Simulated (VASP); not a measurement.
Wanted: the native input for a VASP 6.6.1 run.

```
Task                   : single point
Functional             : PBE
Dispersion             : D3(BJ)
Potentials or basis    : VASP PAW PBE potentials, release 64 (C, O)
Cutoff                 : 520 eV
k mesh                 : 12 × 12 × 1
Occupations            : gaussian, width 0.1 eV
Spin                   : no spin polarisation
Dipole correction      : yes
Further INCAR settings : ALGO = Normal; EDIFF = 1e-06; NBANDS = 34
```

The structure of C10O lies in POSCAR:

```
C10O
1.0
    2.4655379958      0.0000000000      0.0000000000
   -1.2327689979      2.1341461202      0.0000000000
    0.0000000000      0.0000000000     32.5979677131
C O
10 1
Direct
    0.0833101794      0.1666203587      0.2607524516
    0.4166898207      0.8333796413      0.2607524516
    0.5833101794      0.1666203587      0.3650391123
    0.9166898206      0.8333796413      0.3650391123
    0.0833101794      0.1666203587      0.4693232410
    0.4166898207      0.8333796413      0.4693232410
    0.5833101794      0.1666203587      0.5736099016
    0.9166898206      0.8333796413      0.5736099016
    0.0833101794      0.1666203587      0.6778940303
    0.4166898207      0.8333796413      0.6778940303
    0.0833101793      0.6666203587      0.7203277384
```

The input as run:

INCAR

```
ALGO     = Normal         # electronic algorithm
DIPOL    = 0.5 0.5 0.492
EDIFF    = 1E-6           # SCF threshold, eV
ENCUT    = 520            # plane-wave cutoff, eV
GGA      = PE             # functional
IDIPOL   = 3            
ISIF     = 2              # what is computed and relaxed
ISMEAR   = 0              # smearing method
IVDW     = 12             # dispersion correction
LASPH    = True           # aspherical terms in the spheres
LCHARG   = False          # write CHGCAR
LDIPOL   = True         
LREAL    = False          # projectors in reciprocal space
LWAVE    = False          # write WAVECAR
NBANDS   = 34             # bands
NELM     = 80             # most SCF steps
PREC     = Accurate       # precision mode
SIGMA    = 0.1            # smearing width, eV
```

KPOINTS

```
k-points
0
Gamma
  12 12 1
```

Potentials or basis: VASP PAW PBE potentials, release 64 (C, O).

Run with:

```bash
$ cat potpaw_PBE.64/C/POTCAR potpaw_PBE.64/O/POTCAR > POTCAR
$ mpirun -np 1 vasp_std > vasp.out
```

It gave:

```json
{
  "Largest force": "1.708 eV/Å",
  "Band gap on the k mesh": "zero (bands 23 and 24 overlap by 0.12 eV)",
  "Dispersion energy per atom": "-0.133 eV"
}
```

It took 8.6 min on 1 thread of Intel(R) Xeon(R) 6975P-C (Granite Rapids) (shared host), peak memory 0.48 GiB.
